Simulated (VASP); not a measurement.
In3Se, 4 atoms in the cell. It takes space group Pm-3m (No. 221, cubic). The conventional cell has a = 4.804 Å, b = 4.804 Å, c = 4.804 Å, α = 90.00°, β = 90.00°, γ = 90.00°. In (site symmetry 4/mmm) has 8 In at 3.40 Å and 4 Se at 3.40 Å within 4.5 Å. Se (site symmetry m-3m) has 12 In at 3.40 Å within 4.5 Å. 

- Program: VASP 6.6.1
- Task: single point
- Functional: PBEsol
- Potentials or basis: VASP PAW PBE potentials, release 64 (In_d, Se)
- Cutoff: 520 eV
- k mesh: 5 × 5 × 5
- Occupations: gaussian, width 0.05 eV
- Spin: no spin polarisation
- Dipole correction: no
- Further INCAR settings: ALGO = Normal; EDIFF = 1e-07; NBANDS = 30

Potentials or basis: VASP PAW PBE potentials, release 64 (In_d, Se).

Command:

```bash
$ cat potpaw_PBE.64/In_d/POTCAR potpaw_PBE.64/Se/POTCAR > POTCAR
$ mpirun -np 1 vasp_std > vasp.out
```

Hardware: 1 thread of Intel(R) Xeon(R) 6975P-C (Granite Rapids), with other jobs on the host.

**Question.** How long does it take, and how much memory?

**Answer.** Run time: 13 s on 1 thread of Intel(R) Xeon(R) 6975P-C (Granite Rapids) (shared host), peak memory 0.2 GiB. Counts: scf iterations 13, k points 10.
